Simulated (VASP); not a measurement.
Wanted: the native input for a VASP 6.6.1 run.

```yaml
Task: single point
Functional: PBEsol
Potentials_or_basis: VASP PAW PBE potentials, release 64 (Ti_sv, Al)
Cutoff: 520 eV
k_mesh: 16 × 16 × 16
Occupations: gaussian, width 0.1 eV
Spin: no spin polarisation
Dipole_correction: no
Further_INCAR_settings: ALGO = Fast; EDIFF = 1e-06; NBANDS = 18
```

The structure of TiAl3 lies in POSCAR:

```
TiAl3
1.0
   -1.9076016126      1.9076016126      4.2766307977
    1.9076016126     -1.9076016126      4.2766307977
    1.9076016126      1.9076016126     -4.2766307977
Ti Al
1 3
Direct
    0.0000000000      0.0000000000      0.0000000000
    0.5000000000      0.5000000000      0.0000000000
    0.7500000000      0.2500000000      0.5000000000
    0.2500000000      0.7500000000      0.5000000000
```

The input as run:

INCAR

```
PREC     = Accurate       # precision mode
ENCUT    = 520            # plane-wave cutoff, eV
EDIFF    = 1E-6           # SCF threshold, eV
ISMEAR   = 0              # smearing method
SIGMA    = 0.1            # smearing width, eV
LREAL    = F              # projectors in reciprocal space
LASPH    = T              # aspherical terms in the spheres
NELM     = 100            # most SCF steps
ALGO     = Fast           # electronic algorithm
ISIF     = 2              # what is computed and relaxed
LWAVE    = F              # write WAVECAR
LCHARG   = F              # write CHGCAR
GGA      = PS             # functional
NBANDS   = 18             # bands
```

KPOINTS

```
regular mesh
0
Gamma
  16 16 16
```

Potentials or basis: VASP PAW PBE potentials, release 64 (Ti_sv, Al).

Run with:

```console
$ cat potpaw_PBE.64/Ti_sv/POTCAR potpaw_PBE.64/Al/POTCAR > POTCAR
$ mpirun -np 1 vasp_std > vasp.out
```

It gave:

| Quantity | Value |
| --- | --- |
| Pressure | 0.1 GPa |
| Band gap on the k mesh | zero (an odd number of electrons rules out a gap without spin polarisation) |

Caveat: the PAW data sets were made with another functional, which shifts forces and pressure a little.

It took 22 min on 1 thread of Intel(R) Xeon(R) 6975P-C (Granite Rapids), on a shared host, peak memory 0.53 GiB.
